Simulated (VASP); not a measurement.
TaN:

```
Ta N
1.0
     0.00000    2.49114    2.49114
     2.49114    0.00000    2.49114
     2.49114    2.49114    0.00000
Ta N
1 1
Direct
  0.00000 0.00000 0.00000
  0.25000 0.25000 0.25000
```

| Property | Result |
| --- | --- |
| Program | VASP 6.6.1 |
| Task | relaxation of cell and atoms |
| Functional | LDA |
| Potentials or basis | VASP PAW LDA potentials, release 64 (Ta_pv, N) |
| Cutoff | 600 eV |
| k mesh | 9 × 9 × 9 |
| Occupations | fermi-dirac, width 0.05 eV |
| Spin | no spin polarisation |

At the start: pressure -33.9 GPa; volume 15.46 Å³/atom.

Problem. How do energy, volume and symmetry change on relaxing?

Solution. Over 5 steps the energy falls by 315.0 meV/atom and the volume is 12.91 Å³/atom (-16.5 %); space group F-43m (No. 216, to 0.05 Å).

Step by step:
```
step  energy change (eV)  largest force (eV/Å)  pressure (GPa)  volume (Å³)
   1              0.0000                0.0000          -33.86        30.92
   2              2.5399                0.0000          183.50        18.48
   3             -0.6212                0.0000           -5.31        26.36
   4             -0.6290                0.0000           -1.89        26.01
   5             -0.6301                0.0000            0.06        25.82
```

Final structure:
```cif
data_structure
_symmetry_space_group_name_H-M 'P 1'
_symmetry_Int_Tables_number 1
_cell_length_a 3.3177
_cell_length_b 3.3177
_cell_length_c 3.3177
_cell_angle_alpha 60.000
_cell_angle_beta 60.000
_cell_angle_gamma 60.000
_cell_volume 25.82
loop_
_atom_site_label
_atom_site_type_symbol
_atom_site_fract_x
_atom_site_fract_y
_atom_site_fract_z
_atom_site_occupancy
Ta1 Ta 0.00000 0.00000 0.00000 1
N1 N 0.25000 0.25000 0.25000 1
```

Caveat: the volume moved by over 15 % at a fixed basis, so the end points are rough.
